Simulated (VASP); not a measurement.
# K (P4/mmm) in VASP: a series of runs, part 2 of 2

VASP 6.6.1. The steps go on from the part before.

## Step 3: Single point, LDA

This run uses another cell than the first one, of the same volume but with other edges.

File INCAR:

```
  ALGO = Fast
  EDIFF = 1E-7
  ENCUT = 520
  ISIF = 2
  ISMEAR = 0
  LASPH = True
  LCHARG = False
  LREAL = False
  LWAVE = False
  NBANDS = 10
  NELM = 80
  PREC = Accurate
  SIGMA = 0.15
```

File KPOINTS:

```
k-points
0
Gamma
  6 6 12
```

File POSCAR:

```
K
1.0
    9.2355427147      0.0000000000      0.0000000000
    0.0000000000      9.2355427147      0.0000000000
    0.0000000000      0.0000000000      5.1511952444
K
1
Direct
    0.0000000000      0.0000000000      0.0000000000
```

Potentials or basis: VASP PAW LDA potentials, release 64 (K_sv).

Command:

```console
$ cat potpaw_LDA.64/K_sv/POTCAR > POTCAR
$ mpirun -np 1 vasp_std > vasp.out
```

OUTCAR:

```text
EDIFF = 1E-7
   ENCUT = 520
   ISIF = 2
   ISMEAR = 0
   LASPH = True
   LREAL = False
   NELM = 80
   PREC = Accurate

 ion  position               nearest neighbor table
   1  0.000  0.000  0.000-

  LATTYP: Found a simple tetragonal cell.
 ALAT       =     9.2355427147
 C/A-ratio  =     0.5577577197

  Lattice vectors:

 A1 = (   9.2355427147,   0.0000000000,   0.0000000000)
 A2 = (   0.0000000000,   9.2355427147,   0.0000000000)
 A3 = (   0.0000000000,   0.0000000000,   5.1511952444)

Analysis of symmetry for initial positions (statically):
=====================================================================
 Subroutine PRICEL returns:
 Original cell was already a primitive cell.

 Routine SETGRP: Setting up the symmetry group for a
 simple tetragonal supercell.

 Subroutine GETGRP returns: Found 16 space group operations
 (whereof 16 operations were pure point group operations)
 out of a pool of 16 trial point group operations.

The static configuration has the point symmetry D_4h.

Analysis of symmetry for dynamics (positions and initial velocities):
=====================================================================
 Subroutine PRICEL returns:
 Original cell was already a primitive cell.

 Routine SETGRP: Setting up the symmetry group for a
 simple tetragonal supercell.

 Subroutine GETGRP returns: Found 16 space group operations
 (whereof 16 operations were pure point group operations)
 out of a pool of 16 trial point group operations.

The dynamic configuration has the point symmetry D_4h.

 Subroutine INISYM returns: Found 16 space group operations
 (whereof 16 operations are pure point group operations),
 and found     1 'primitive' translations

----------------------------------------------------------------------------------------

                                     Primitive cell

  volume of cell :     439.3725

  direct lattice vectors                    reciprocal lattice vectors
     9.235542715  0.000000000  0.000000000     0.108277340  0.000000000  0.000000000
     0.000000000  9.235542715  0.000000000     0.000000000  0.108277340  0.000000000
     0.000000000  0.000000000  5.151195244     0.000000000  0.000000000  0.194129702

  length of vectors
     9.235542715  9.235542715  5.151195244     0.108277340  0.108277340  0.194129702

  position of ions in fractional coordinates (direct lattice)
     0.000000000  0.000000000  0.000000000

  ion indices of the primitive-cell ions
   primitive index   ion index
                 1           1

----------------------------------------------------------------------------------------

 KPOINTS: k-points

Automatic generation of k-mesh.
 Grid dimensions read from file:
 generate k-points for:    6    6   12

 Generating k-lattice:

  Cartesian coordinates                     Fractional coordinates (reciprocal lattice)
     0.018046223  0.000000000  0.000000000     0.166666667  0.000000000  0.000000000
     0.000000000  0.018046223  0.000000000     0.000000000  0.166666667  0.000000000
     0.000000000  0.000000000  0.016177475     0.000000000  0.000000000  0.083333333

  Length of vectors
     0.018046223  0.018046223  0.016177475

  Shift w.r.t. Gamma in fractional coordinates (k-lattice)
     0.000000000  0.000000000  0.000000000

 Subroutine IBZKPT returns following result:
 ===========================================

 Found     70 irreducible k-points:

 Following reciprocal coordinates:
            Coordinates               Weight
  0.000000  0.000000  0.000000      1.000000
  0.166667  0.000000  0.000000      4.000000
  0.333333  0.000000  0.000000      4.000000
  0.500000  0.000000  0.000000      2.000000
  0.166667  0.166667  0.000000      4.000000
  0.333333  0.166667  0.000000      8.000000
[... 16 lines left out ...]
  0.333333  0.000000  0.166667      8.000000
  0.500000  0.000000  0.166667      4.000000
 [... further k-points ...]
   k-points           NKPTS =     70   k-points in BZ     NKDIM =     70   number of bands    NBANDS=     10
   number of dos      NEDOS =    301   number of ions     NIONS =      1
   total plane-waves  NPLWV = 196000
   dimension x,y,z NGX =    70 NGY =   70 NGZ =   40
   dimension x,y,z NGXF=   140 NGYF=  140 NGZF=   80
   ions per type =               1
   NGX,Y,Z   is equivalent  to a cutoff of  12.60, 12.60, 12.91 a.u.
   NGXF,Y,Z  is equivalent  to a cutoff of  25.20, 25.20, 25.82 a.u.
 SYSTEM =  unknown system
   PREC   = accura    normal or accurate (medium, high low for compatibility)
   ISTART =      0    job   : 0-new  1-cont  2-samecut
   ICHARG =      2    charge: 1-file 2-atom 10-const
   ISPIN  =      1    spin polarized calculation?
   LNONCOLLINEAR =      F non collinear calculations
   LSORBIT =      F    spin-orbit coupling
   LASPH  =      T    aspherical Exc in radial PAW
   ENCUT  =  520.0 eV  38.22 Ry    6.18 a.u.  17.17 17.17  9.58*2*pi/ulx,y,z
   NELM   =     80;   NELMIN=  2; NELMDL= -5     # of ELM steps
   EDIFF  = 0.1E-06   stopping-criterion for ELM
   LREAL  =      F    real-space projection
   EDIFFG = 0.1E-05   stopping-criterion for IOM
   NSW    =      0    number of steps for IOM
   IBRION =     -1    ionic relax: 0-MD 1-quasi-New 2-CG
   NFREE  =      0    steps in history (QN), initial steepest desc. (CG)
   ISIF   =      2    stress and relaxation
   ISYM   =      2    0-nonsym 1-usesym 2-fastsym
   POTIM  = 0.5000    time-step for ionic-motion
   TEBEG  =    0.0;   TEEND  =   0.0 temperature during run
   PSTRESS=    0.0 pullay stress
   NELECT =       9.0000    total number of electrons
   NUPDOWN=      -1.0000    fix difference up-down
   EMIN   =  10.00;   EMAX   =-10.00  energy-range for DOS
   EFERMI =   0.00;   METHOD = LEGACY
   ISMEAR =     0;   SIGMA  =   0.15  broadening in eV -4-tet -1-fermi 0-gaus
   EFERMI_NEDOS =   21; number of points for ismear=-14 and -15
   IALGO  =     68    algorithm
   IMIX   =      4    mixing-type and parameters
     AMIX     =   0.40;   BMIX     =  1.00
     AMIX_MAG =   1.60;   BMIX_MAG =  1.00
  volume/ion in A,a.u.               =     439.37      2965.03
  Fermi-wavevector in a.u.,A,eV,Ry     =   0.447931  0.846467  2.729906  0.200642
  Thomas-Fermi vector in A             =   1.427117
   LORBIT       =      0    0 simple, 1 ext, 2 COOP (PROOUT), +10 PAW based schemes
   GGA     = CA    functional components
   LHFCALC =     F    Hartree Fock is set to
   AEXX    =    0.0000 exact exchange contribution
   IVDW    =     0    specifies the selected vdW correction
   LEPSILON=     F    determine dielectric tensor
   LRPA    =     F    only Hartree local field effects (RPA)
 non-spin polarized calculation
 RMM-DIIS sequential band-by-band and
 Gauss-broadening in eV      SIGMA  =   0.15
  energy-cutoff  :      520.00
  volume of cell :      439.37
 maximum number of plane-waves:     11880
 NGX is ok and might be reduce to    70

 number of electron       8.9999999 magnetization

 Free energy of the ion-electron system (eV)
  ---------------------------------------------------
  ext. energy  EPLUGINS =         0.00000000
  ---------------------------------------------------
  free energy    TOTEN  =        -0.48115653 eV

  energy without entropy =       -0.46575666  energy(sigma->0) =       -0.47345660

 E-fermi :  -2.0912     XC(G=0):  -2.3172

 val. band max:       -2.0925795765   @ k =   0.5000   0.0000   0.2500
 cond. band min:      -2.0749217508   @ k =   0.5000   0.1667   0.2500
 fundamental gap:      0.0176578257
 Fermi energy:        -2.0912022511

 k-point     1 :       0.0000    0.0000    0.0000
  band No.  band energies     occupation
      1     -34.5506      2.00000
      2     -18.2632      2.00000
      3     -18.2632      2.00000
      4     -18.2120      2.00000
      5      -2.5738      1.99999
      6      -0.4177      0.00000
      7      -0.4177      0.00000
      8      -0.1057      0.00000
      9       0.0983      0.00000
     10       0.9076      0.00000
[... 287 lines left out ...]
 k-point    24 :       0.5000    0.0000    0.1667
  band No.  band energies     occupation
      1     -34.5506      2.00000
      2     -18.2629      2.00000
      3     -18.2629      2.00000
      4     -18.2151      2.00000
      5      -2.3153      1.96535
      6      -0.9246      0.00000
      7      -0.2093      0.00000
      8       0.2614      0.00000
      9       0.6737      0.00000
     10       0.9289      0.00000

 [... further k-points ...]

------------------------ aborting loop because EDIFF is reached ----------------------------------------

  FORCE on cell =-STRESS in cart. coord.  units (eV):
  Direction    XX          YY          ZZ          XY          YZ          ZX
  --------------------------------------------------------------------------------------
  -------------------------------------------------------------------------------------
  Total       -0.0420784     -0.0420784     -0.9090435      0.0000000      0.0000000      0.0000000
  in kB       -0.1534393     -0.1534393     -3.3148386      0.0000000      0.0000000      0.0000000
  external PRESSURE =      -1.2072391 kB  Pullay stress =       0.0000000 kB

 VOLUME and BASIS-vectors are now :
 -----------------------------------------------------------------------------
  energy-cutoff  :      520.00
  volume of cell :      439.37
      direct lattice vectors                 reciprocal lattice vectors
     9.235542715  0.000000000  0.000000000     0.108277340  0.000000000  0.000000000
     0.000000000  9.235542715  0.000000000     0.000000000  0.108277340  0.000000000
     0.000000000  0.000000000  5.151195244     0.000000000  0.000000000  0.194129702

 POSITION                                       TOTAL-FORCE (eV/Angst)
 -----------------------------------------------------------------------------------
      0.00000      0.00000      0.00000         0.000000      0.000000      0.000000
 -----------------------------------------------------------------------------------
    total drift:                               -0.000000     -0.000000      0.000000

  FREE ENERGIE OF THE ION-ELECTRON SYSTEM (eV)
  ---------------------------------------------------
  free  energy   TOTEN  =        -0.4811565339 eV

  energy  without entropy=       -0.4657566641  energy(sigma->0) =       -0.47345660
```

stdout:

```text
POSCAR found type information on POSCAR K
 POSCAR found :  1 types and       1 ions
 scaLAPACK will be used
 LDA part: xc-table for (Slater(with rela. corr.)+CA(PZ))
 , standard interpolation
 POSCAR, INCAR and KPOINTS ok, starting setup
 FFT: planning ... GRIDC
 FFT: planning ... GRID_SOFT
 FFT: planning ... GRID
 WAVECAR not read
 entering main loop
WARNING in EDDRMM: call to ZHEGV failed, returncode =   6  3      5
```

Wall time 7.1 min (1 thread of Intel Xeon Platinum 8259CL at 2.50GHz (Skylake/Cascade Lake), shared host); peak memory 0.51 GiB.

What came out:

| Quantity | Value |
| --- | --- |
| Free energy | -0.4812 eV |
| Pressure | -0.1 GPa |
| Band gap on the k mesh | zero (an odd number of electrons rules out a gap without spin polarisation) |

Stress tensor (GPa, compression positive):
```
-0.02  0.00  0.00
 0.00 -0.02  0.00
 0.00  0.00 -0.33
```
